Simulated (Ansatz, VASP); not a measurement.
**Two plane-wave programs on SiC**

INCAR

```
ALGO = Normal ; EDIFF = 1E-6
ENCUT = 520 ; GGA = PE
ISIF = 2 ; ISMEAR = 0
LASPH = T ; LCHARG = T
LELF = T ; LREAL = F
LVHAR = T ; LWAVE = F
NBANDS = 11 ; NELM = 60
PREC = Accurate ; SIGMA = 0.05
```

Contents of KPOINTS:

```
k-points
0
Gamma
  12 12 12
```

File POSCAR:

```
SiC
1.0
    0.0000000000      2.5096996737      1.6313047879
    2.5096996737      0.0000000000      1.6313047879
    2.5096996737      2.5096996737      0.0000000000
Si C
1 1
Direct
    0.0000000000      0.0000000000      0.0000000000
    0.7500000000      0.7500000000      0.7500000000
```

Input for Ansatz:

```yaml
crystal:
  lattice:
    - [0.0, 2.5096996737, 1.6313047879]
    - [2.5096996737, 0.0, 1.6313047879]
    - [2.5096996737, 2.5096996737, 0.0]
  atoms:
    - { symbol: Si, position: [0.0, 0.0, 0.0] }
    - { symbol: C, position: [0.75, 0.75, 0.75] }
basis:
  ecutwfc: 420
kpoints:
  mp_grid: { grid: [12, 12, 12] }
hamiltonian:
  xc: pbe
scf:
  occupations: { method: gaussian, width: 0.05 }
output:
  forces: true
  stress: true
  eigenvalues: true
```

Alike in both runs: task single point; functional PBE; k mesh 12 × 12 × 12; occupations gaussian, width 0.05 eV; no spin polarisation.

|  | VASP | Ansatz |
| --- | --- | --- |
| version | VASP 6.6.1 | Ansatz 0.2.0 |
| potentials or method | VASP PAW PBE potentials, release 64 (Si, C), cutoff 520 eV | scalar-relativistic, plane waves, PAW |
| valence electrons in the cell | 8 | 8 |

|  | VASP | Ansatz | Ansatz less VASP |
| --- | --- | --- | --- |
| gap on the k mesh at the Fermi level (eV) | none | none | - |
| pressure (GPa) | -8.4 | -8.4 | -0.05 |
| traceless stress, the component that is largest in VASP (GPa) | 33.54 | 33.56 | +0.023 |

A gap of «none» marks a metal or a gap that the smearing closes.
